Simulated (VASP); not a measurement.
The system is Ni.

```xyz
1
Lattice="0.0000 1.7619 1.7619 1.7619 0.0000 1.7619 1.7619 1.7619 0.0000" Properties=species:S:1:pos:R:3 pbc="T T T"
Ni    0.0000    0.0000    0.0000
```

- Program: VASP 6.6.1
- Task: relaxation of cell and atoms
- Functional: BLYP
- Potentials or basis: VASP PAW PBE potentials, release 64 (Ni)
- Cutoff: 600 eV
- k mesh: 15 × 15 × 15
- Occupations: fermi-dirac, width 0.05 eV
- Spin: collinear spin, ferromagnetic start
- Starting moments: [0.8] μB

At the start: pressure 8.6 GPa; volume 10.94 Å³/atom.

Where does the relaxation end?

Over 3 steps the energy falls by 13.1 meV/atom and the volume is 11.45 Å³/atom (+4.7 %); space group Fm-3m (No. 225, to 0.1 Å) before and after; moment 0.63 μB per cell.

Step by step:
```csv
step,energy change (eV),largest force (eV/Å),pressure (GPa),volume (Å³)
1,0.0000,0.0000,8.55,10.94
2,-0.0049,0.0000,-5.71,11.89
3,-0.0131,0.0000,-0.06,11.45
```

Final structure:
```
Ni
1.0
     0.00000    1.78912    1.78912
     1.78912    0.00000    1.78912
     1.78912    1.78912    0.00000
Ni
1
Cartesian
  0.0000 0.0000 0.0000
```

Caveat: the PAW data sets were made with another functional, which shifts forces and pressure a little.
